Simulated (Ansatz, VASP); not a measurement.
**Two plane-wave programs on AlGa2As3**

```
CELL_PARAMETERS angstrom
4.05910 0.00000 0.00000
-2.02955 3.51528 0.00000
0.00000 0.00000 9.93978
ATOMIC_POSITIONS crystal
Al 0.00000 0.00000 0.99950
Ga 0.33333 0.66667 0.66689
Ga 0.66667 0.33333 0.33340
As 0.33333 0.66667 0.91763
As 0.66667 0.33333 0.58331
As 0.00000 0.00000 0.24926
```

Alike in both runs: functional PBE; k mesh 12 × 12 × 4; occupations gaussian, width 0.02 eV; no spin polarisation.

Ansatz relaxed the structure, and its values are those at the end. VASP's run is a single point on that final structure, the one shown.

|  | VASP | Ansatz |
| --- | --- | --- |
| version | VASP 6.6.1 | Ansatz 0.2.0 |
| potentials or method | VASP PAW PBE potentials, release 64 (Al, Ga_d, As), cutoff 520 eV | scalar-relativistic, plane waves, PAW |
| valence electrons in the cell | 44 | 74 |

```tsv
	VASP	Ansatz	Ansatz less VASP
gap on the k mesh at the Fermi level (eV)	0.53	0.53	-0.002
least direct gap on the mesh (eV)	0.53	0.53	-0.002
pressure (GPa)	0.2	0.0	-0.16
```

VASP's potentials hold 44 valence electrons a cell and Ansatz's 74, so a difference there can come from the potentials and not from the codes.
